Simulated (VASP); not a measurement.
# Ta2NbO3 (P6/mmm) in VASP: further runs

Runs on Ta2NbO3. Level: PBE. Tasks: single point.

Program: VASP 6.6.1. These are calculated values, not measurements. Logs are shortened: lines on timing, memory, paths and dates and some standing lists are left out, and cuts for length are marked.

## Step 1: The cell of the first run

The structure is hexagonal, space group P6/mmm (No. 191). The conventional cell has a = 5.151 Å, b = 5.151 Å, c = 3.208 Å, α = 90.00°, β = 90.00°, γ = 120.00°. Within 2.9 Å of Ta (site symmetry -6m2) lie 6 O at 2.19 Å. Within 3.9 Å of Nb (site symmetry 6/mmm) lie 6 Ta at 2.97 Å and 12 O at 3.03 Å and 2 Nb at 3.21 Å. O (site symmetry mmm) has 4 Ta at 2.19 Å and 4 O at 2.58 Å within 2.9 Å.

## Step 2: Single point, PBE

INCAR

```
SYSTEM = Ta2NbO3
PREC = Accurate ; ENCUT = 520
EDIFF = 1E-6 ; ISMEAR = 0
SIGMA = 0.1 ; LREAL = .False.
LASPH = .True. ; NELM = 60
ALGO = Normal ; ISIF = 2
LWAVE = .False. ; LCHARG = .False.
GGA = PE ; NBANDS = 36
```

KPOINTS

```
regular mesh
0
Gamma
  6 6 6
  0 0 0
```

POSCAR

```
Ta2NbO3
1.0
    5.1507438810      0.0000000000      0.0000000000
   -2.5753719405      4.4606750493      0.0000000000
    0.0000000000      0.0000000000      3.2081533363
Ta Nb O
2 1 3
Direct
    0.3333333333      0.6666666667      0.0000000000
    0.6666666667      0.3333333333      0.0000000000
    0.0000000000      0.0000000000      0.0000000000
    0.5000000000      0.0000000000      0.5000000000
    0.5000000000      0.5000000000      0.5000000000
    0.0000000000      0.5000000000      0.5000000000
```

Potentials or basis: VASP PAW PBE potentials, release 64 (Ta_pv, Nb_sv, O).

The run is started by

```bash
cat potpaw_PBE.64/Ta_pv/POTCAR potpaw_PBE.64/Nb_sv/POTCAR potpaw_PBE.64/O/POTCAR > POTCAR
mpirun -np 1 vasp_std > vasp.out
```

OUTCAR:

```text
SYSTEM = Ta2NbO3
   PREC = Accurate
   ENCUT = 520
   EDIFF = 1E-6
   ISMEAR = 0
   LREAL = .False.
   LASPH = .True.
   NELM = 60
   ISIF = 2
   GGA = PE

 ion  position               nearest neighbor table
   1  0.333  0.667  0.000-   4 2.19   4 2.19   6 2.19   6 2.19   5 2.19   5 2.19   2 2.97   3 2.97
                             2 2.97   3 2.97   3 2.97   2 2.97
   2  0.667  0.333  0.000-   4 2.19   4 2.19   6 2.19   6 2.19   5 2.19   5 2.19   1 2.97   3 2.97
                             1 2.97   3 2.97   3 2.97   1 2.97
   3  0.000  0.000  0.000-   1 2.97   2 2.97   1 2.97   2 2.97   2 2.97   1 2.97
   4  0.500  0.000  0.500-   1 2.19   2 2.19   1 2.19   2 2.19
   5  0.500  0.500  0.500-   1 2.19   2 2.19   1 2.19   2 2.19
   6  0.000  0.500  0.500-   1 2.19   2 2.19   1 2.19   2 2.19

  LATTYP: Found a hexagonal cell.
 ALAT       =     5.1507438810
 C/A-ratio  =     0.6228524288

  Lattice vectors:

 A1 = (   5.1507438810,   0.0000000000,   0.0000000000)
 A2 = (  -2.5753719405,   4.4606750493,   0.0000000000)
 A3 = (   0.0000000000,   0.0000000000,   3.2081533363)

Analysis of symmetry for initial positions (statically):
=====================================================================
 Subroutine PRICEL returns:
 Original cell was already a primitive cell.

 Routine SETGRP: Setting up the symmetry group for a
 hexagonal supercell.

 Subroutine GETGRP returns: Found 24 space group operations
 (whereof 24 operations were pure point group operations)
 out of a pool of 24 trial point group operations.

The static configuration has the point symmetry D_6h.

Analysis of symmetry for dynamics (positions and initial velocities):
=====================================================================
 Subroutine PRICEL returns:
 Original cell was already a primitive cell.

 Routine SETGRP: Setting up the symmetry group for a
 hexagonal supercell.

 Subroutine GETGRP returns: Found 24 space group operations
 (whereof 24 operations were pure point group operations)
 out of a pool of 24 trial point group operations.

The dynamic configuration has the point symmetry D_6h.

 Subroutine INISYM returns: Found 24 space group operations
 (whereof 24 operations are pure point group operations),
 and found     1 'primitive' translations

----------------------------------------------------------------------------------------

[... 97 lines left out ...]
   LASPH  =      T    aspherical Exc in radial PAW
   ENCUT  =  520.0 eV  38.22 Ry    6.18 a.u.   9.58  9.58  5.97*2*pi/ulx,y,z
   NELM   =     60;   NELMIN=  2; NELMDL= -5     # of ELM steps
   EDIFF  = 0.1E-05   stopping-criterion for ELM
   LREAL  =      F    real-space projection
   EDIFFG = 0.1E-04   stopping-criterion for IOM
   NSW    =      0    number of steps for IOM
   IBRION =     -1    ionic relax: 0-MD 1-quasi-New 2-CG
   NFREE  =      0    steps in history (QN), initial steepest desc. (CG)
   ISIF   =      2    stress and relaxation
   ISYM   =      2    0-nonsym 1-usesym 2-fastsym
   POTIM  = 0.5000    time-step for ionic-motion
   TEBEG  =    0.0;   TEEND  =   0.0 temperature during run
   PSTRESS=    0.0 pullay stress
   NELECT =      53.0000    total number of electrons
   NUPDOWN=      -1.0000    fix difference up-down
   EMIN   =  10.00;   EMAX   =-10.00  energy-range for DOS
   EFERMI =   0.00;   METHOD = LEGACY
   ISMEAR =     0;   SIGMA  =   0.10  broadening in eV -4-tet -1-fermi 0-gaus
   EFERMI_NEDOS =   21; number of points for ismear=-14 and -15
   IALGO  =     38    algorithm
   IMIX   =      4    mixing-type and parameters
     AMIX     =   0.40;   BMIX     =  1.00
     AMIX_MAG =   1.60;   BMIX_MAG =  1.00
  volume/ion in A,a.u.               =      12.28        82.90
  Fermi-wavevector in a.u.,A,eV,Ry     =   1.466645  2.771557 29.266765  2.151047
  Thomas-Fermi vector in A             =   2.582357
   LORBIT       =      0    0 simple, 1 ext, 2 COOP (PROOUT), +10 PAW based schemes
   GGA     = PE    functional components
   LHFCALC =     F    Hartree Fock is set to
   AEXX    =    0.0000 exact exchange contribution
   IVDW    =     0    specifies the selected vdW correction
   LEPSILON=     F    determine dielectric tensor
   LRPA    =     F    only Hartree local field effects (RPA)
 non-spin polarized calculation
 Gauss-broadening in eV      SIGMA  =   0.10
  energy-cutoff  :      520.00
  volume of cell :       73.71
 maximum number of plane-waves:      2004
 NGX is ok and might be reduce to    40
   NGX = 19   NGY = 19   NGZ = 11

 number of electron      52.9999980 magnetization

 Free energy of the ion-electron system (eV)
  ---------------------------------------------------
  ext. energy  EPLUGINS =         0.00000000
  ---------------------------------------------------
  free energy    TOTEN  =       -54.89701880 eV

  energy without entropy =      -54.86988600  energy(sigma->0) =      -54.88345240

 E-fermi :   8.4674     XC(G=0): -12.4858

 val. band max:        8.4648989996   @ k =   0.1667  -0.0000   0.3333
 cond. band min:       8.5219278785   @ k =   0.1667  -0.0000   0.1667
 fundamental gap:      0.0570288789
 Fermi energy:         8.4674079557

 k-point     1 :       0.0000    0.0000    0.0000
  band No.  band energies     occupation
      1     -46.5457      2.00000
      2     -27.6333      2.00000
      3     -27.6333      2.00000
      4     -27.5896      2.00000
      5     -27.4649      2.00000
      6     -27.1979      2.00000
[... 925 lines left out ...]
     35      12.3985      0.00000
     36      12.4657      0.00000

 [... further k-points ...]
[... 5 lines left out ...]
  --------------------------------------------------------------------------------------
  -------------------------------------------------------------------------------------
  Total        0.1132229      0.1132229      0.2987967      0.0000000     -0.0000000     -0.0000000
  in kB        2.4610436      2.4610436      6.4947232      0.0000000     -0.0000000     -0.0000000
  external PRESSURE =       3.8056035 kB  Pullay stress =       0.0000000 kB

 VOLUME and BASIS-vectors are now :
 -----------------------------------------------------------------------------
  energy-cutoff  :      520.00
  volume of cell :       73.71
      direct lattice vectors                 reciprocal lattice vectors
     5.150743881  0.000000000  0.000000000     0.194146714  0.112090658  0.000000000
    -2.575371941  4.460675049  0.000000000     0.000000000  0.224181315  0.000000000
     0.000000000  0.000000000  3.208153336     0.000000000  0.000000000  0.311705799

 POSITION                                       TOTAL-FORCE (eV/Angst)
 -----------------------------------------------------------------------------------
     -0.00000      2.97378      0.00000         0.000000     -0.000000      0.000000
      2.57537      1.48689      0.00000        -0.000000      0.000000     -0.000000
      0.00000      0.00000      0.00000         0.000000      0.000000      0.000000
      2.57537      0.00000      1.60408         0.000000      0.000000      0.000000
      1.28769      2.23034      1.60408         0.000000      0.000000      0.000000
     -1.28769      2.23034      1.60408         0.000000      0.000000      0.000000
 -----------------------------------------------------------------------------------
    total drift:                               -0.000000     -0.000000     -0.000000

  FREE ENERGIE OF THE ION-ELECTRON SYSTEM (eV)
  ---------------------------------------------------
  free  energy   TOTEN  =       -54.8970187960 eV

  energy  without entropy=      -54.8698860024  energy(sigma->0) =      -54.88345240
```

Run time: 64 s. Hardware: 1 thread of Intel Xeon Platinum 8259CL at 2.50GHz (Skylake/Cascade Lake), shared host; peak memory 0.22 GiB.

Results:

| Property | Result |
| --- | --- |
| Free energy | -54.8970 eV |
| Pressure | 0.4 GPa |

Stress tensor (GPa, compression positive):
```
0.25 0.00 0.00
0.00 0.25 0.00
0.00 0.00 0.65
```

Levels at points of the mesh, in eV from the Fermi level:
```csv
k point,band 23,band 24,band 25,band 26,band 27,band 28,band 29,band 30,band 31,band 32
"(0.00, 0.00, 0.00)",-3.71,-2.16,-0.61,-0.61,0.16,0.16,0.29,0.29,1.19,1.48
"(0.50, 0.00, 0.00)",-2.63,-2.39,-1.85,-0.07,0.11,0.11,1.36,1.52,1.70,1.89
"(0.00, 0.00, 0.50)",-1.50,-1.13,-1.13,-0.11,-0.11,0.82,0.82,2.00,2.00,2.81
"(0.50, 0.00, 0.50)",-3.01,-1.50,-0.64,-0.48,-0.20,0.32,0.49,2.53,2.89,3.12
```

Caveat: spin-orbit coupling is left out, which moves the levels of the heavy elements; an odd number of electrons without spin polarisation forces a metal; a magnetic or distorted state may lie lower.

## Step 3: Single point, PBE

INCAR

```
SYSTEM = Ta2NbO3
PREC = Accurate ; ENCUT = 600
EDIFF = 1E-6 ; ISMEAR = 0
SIGMA = 0.1 ; LREAL = .False.
LASPH = .True. ; NELM = 120
ALGO = Normal ; ISIF = 2
LWAVE = .False. ; LCHARG = .False.
GGA = PE ; NBANDS = 38
GGA_COMPAT = .False.
```

KPOINTS is that of step 2.

POSCAR is that of step 2.

Potentials or basis: VASP PAW PBE potentials, release 64 (Ta_sv_GW, Nb_sv, O).

The run is started by

```bash
cat potpaw_PBE.64/Ta_sv_GW/POTCAR potpaw_PBE.64/Nb_sv/POTCAR potpaw_PBE.64/O/POTCAR > POTCAR
mpirun -np 1 vasp_std > vasp.out
```

OUTCAR:

```text
SYSTEM = Ta2NbO3
   PREC = Accurate
   ENCUT = 600
   EDIFF = 1E-6
   ISMEAR = 0
   LREAL = .False.
   LASPH = .True.
   NELM = 120
   ISIF = 2
   GGA = PE

 ion  position               nearest neighbor table
   1  0.333  0.667  0.000-   4 2.19   4 2.19   6 2.19   6 2.19   5 2.19   5 2.19   2 2.97   3 2.97
                             2 2.97   3 2.97   3 2.97   2 2.97
   2  0.667  0.333  0.000-   4 2.19   4 2.19   6 2.19   6 2.19   5 2.19   5 2.19   1 2.97   3 2.97
                             1 2.97   3 2.97   3 2.97   1 2.97
   3  0.000  0.000  0.000-   1 2.97   2 2.97   1 2.97   2 2.97   2 2.97   1 2.97
   4  0.500  0.000  0.500-   1 2.19   2 2.19   1 2.19   2 2.19
   5  0.500  0.500  0.500-   1 2.19   2 2.19   1 2.19   2 2.19
   6  0.000  0.500  0.500-   1 2.19   2 2.19   1 2.19   2 2.19
[... 1193 lines left out ...]
  Total       -0.1270995     -0.1270995     -0.0313616      0.0000000     -0.0000000     -0.0000000
  in kB       -2.7626676     -2.7626676     -0.6816841      0.0000000     -0.0000000     -0.0000000
  external PRESSURE =      -2.0690065 kB  Pullay stress =       0.0000000 kB

 VOLUME and BASIS-vectors are now :
 -----------------------------------------------------------------------------
  energy-cutoff  :      600.00
  volume of cell :       73.71
      direct lattice vectors                 reciprocal lattice vectors
     5.150743881  0.000000000  0.000000000     0.194146714  0.112090658  0.000000000
    -2.575371941  4.460675049  0.000000000     0.000000000  0.224181315  0.000000000
     0.000000000  0.000000000  3.208153336     0.000000000  0.000000000  0.311705799

 POSITION                                       TOTAL-FORCE (eV/Angst)
 -----------------------------------------------------------------------------------
     -0.00000      2.97378      0.00000         0.000000      0.000000      0.000000
      2.57537      1.48689      0.00000        -0.000000      0.000000     -0.000000
      0.00000      0.00000      0.00000         0.000000      0.000000      0.000000
      2.57537      0.00000      1.60408        -0.000000      0.000000      0.000000
      1.28769      2.23034      1.60408        -0.000000      0.000000      0.000000
     -1.28769      2.23034      1.60408         0.000000      0.000000      0.000000
 -----------------------------------------------------------------------------------
    total drift:                               -0.000000      0.000000      0.000000

  FREE ENERGIE OF THE ION-ELECTRON SYSTEM (eV)
  ---------------------------------------------------
  free  energy   TOTEN  =       -59.9595380485 eV

  energy  without entropy=      -59.9322687730  energy(sigma->0) =      -59.94590341
```

stdout:

```text
POSCAR found type information on POSCAR TaNbO
 POSCAR found :  3 types and       6 ions
 scaLAPACK will be used
 LDA part: xc-table for (Slater+PW92), standard interpolation
 POSCAR, INCAR and KPOINTS ok, starting setup
 FFT: planning ... GRIDC
 FFT: planning ... GRID_SOFT
 FFT: planning ... GRID
 WAVECAR not read
 entering main loop
```

Run time: 1.9 min. Hardware: 1 thread of Intel Xeon Platinum 8375C at 2.90GHz (Ice Lake), shared host; peak memory 0.28 GiB.

What came out:

```yaml
Free_energy: -59.9595 eV
Pressure: -0.2 GPa
```

Caveat: spin-orbit coupling is left out, which moves the levels of the heavy elements; an odd number of electrons without spin polarisation forces a metal; a magnetic or distorted state may lie lower.
